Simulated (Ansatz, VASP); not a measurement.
## One calculation of Cu, two programs

```xyz
2
Lattice="1.2075 -3.9407 0.0000 1.2075 3.9407 0.0000 0.0000 0.0000 2.4533" Properties=species:S:1:pos:R:3 pbc="T T T"
Cu    1.2075    2.8857    0.6133
Cu    1.2075   -2.8857    1.8400
```

Alike in both runs: task single point; functional LDA; k mesh 12 × 12 × 12; occupations fermi-dirac, width 0.15 eV; no spin polarisation.

|  | VASP | Ansatz |
| --- | --- | --- |
| version | VASP 6.6.1 | Ansatz 0.2.0 |
| potentials or method | VASP PAW LDA potentials, release 64 (Cu), cutoff 520 eV | plane waves, PAW |
| valence electrons in the cell | 22 | 38 |

|  | VASP | Ansatz | Ansatz less VASP |
| --- | --- | --- | --- |
| pressure (GPa) | -2.8 | -3.6 | -0.86 |
| traceless stress, the component that is largest in VASP (GPa) | -0.30 | -0.36 | -0.060 |

LDA's correlation is that of Perdew and Zunger in VASP and of Perdew and Wang (1992) in Ansatz. VASP's potentials hold 22 valence electrons a cell and Ansatz's 38, so a difference there can come from the potentials and not from the codes.
